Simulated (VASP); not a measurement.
Be3Se4:

```
Be Se
1.0
     3.63000    0.00000    0.00000
     0.00000    3.63000    0.00000
     0.00000    0.00000    9.80000
Be Se
3 4
Cartesian
  0.0000 0.0000 0.0000
  1.8150 1.8150 2.5676
  1.8150 1.8150 7.2324
  1.8150 0.0000 8.5162
  0.0000 1.8150 1.2838
  1.8150 0.0000 3.8514
  0.0000 1.8150 5.9486
```

* Program: VASP 6.6.1
* Task: relaxation of cell and atoms
* Functional: PBE
* Potentials or basis: VASP PAW PBE potentials, release 64 (Be, Se)
* Cutoff: 600 eV
* k mesh: 5 × 5 × 2
* Occupations: gaussian, width 0.2 eV
* Spin: no spin polarisation

At the start: pressure 0.6 GPa; volume 18.45 Å³/atom.

**Question.** Where does the relaxation end?

**Answer.** Over 9 steps the energy falls by 9.3 meV/atom and the volume is 18.98 Å³/atom (+2.9 %); space group P-4m2 (No. 115, to 0.1 Å) before and after.

Step by step:
```tsv
step	energy change (eV)	largest force (eV/Å)	pressure (GPa)	volume (Å³)
1	0.0000	0.2441	0.56	129.13
2	-0.0232	0.2050	0.04	130.34
3	-0.0338	0.1841	-0.60	131.95
4	-0.0430	0.1698	0.08	130.87
5	-0.0437	0.1875	0.32	130.51
6	-0.0491	0.1107	0.16	131.03
7	-0.0522	0.1887	-0.06	131.76
8	-0.0571	0.1339	-0.04	132.03
9	-0.0648	0.0752	0.06	132.83
```

Final structure:
```yaml
crystal:
  lattice:
    - [3.59559, 0.00000, 0.00000]
    - [0.00000, 3.59559, 0.00000]
    - [0.00000, 0.00000, 10.27424]
  atoms:
    - { symbol: Be, position: [0.00000, 0.00000, 0.00000] }
    - { symbol: Be, position: [0.50000, 0.50000, 0.25748] }
    - { symbol: Be, position: [0.50000, 0.50000, 0.74252] }
    - { symbol: Se, position: [0.50000, 0.00000, 0.87398] }
    - { symbol: Se, position: [0.00000, 0.50000, 0.12602] }
    - { symbol: Se, position: [0.50000, 0.00000, 0.38055] }
    - { symbol: Se, position: [0.00000, 0.50000, 0.61945] }
```

Caveat: the relaxation stopped at a loose force limit of 0.08 eV/Å, so its end isn't a converged minimum.
